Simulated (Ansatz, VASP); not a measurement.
One calculation of GaN, two programs

```
Ga N
1.0
     0.00000    2.23506    2.23506
     2.23506    0.00000    2.23506
     2.23506    2.23506    0.00000
Ga N
1 1
Direct
  0.00000 0.00000 0.00000
  0.75000 0.75000 0.75000
```

Alike in both runs: task single point; functional PBE; k mesh 10 × 10 × 10; occupations gaussian, width 0.02 eV; no spin polarisation.

```csv
,VASP,Ansatz
version,VASP 6.6.1,Ansatz 0.2.0
potentials or method,"VASP PAW PBE potentials, release 64 (Ga_d, N), cutoff 520 eV","scalar-relativistic, plane waves, PAW"
valence electrons in the cell,18,18
```

Ansatz gave:

```
gap on the k mesh at the Fermi level (eV) : 1.87
least direct gap on the mesh (eV)         : 1.87
pressure (GPa)                            : 10.1
```

Q: What did VASP give for the same quantities?

A: gap on the k mesh at the Fermi level (eV): 1.88; least direct gap on the mesh (eV): 1.88; pressure (GPa): 10.1.

The functional is the same, so the differences come from potentials, cutoffs and numerics.
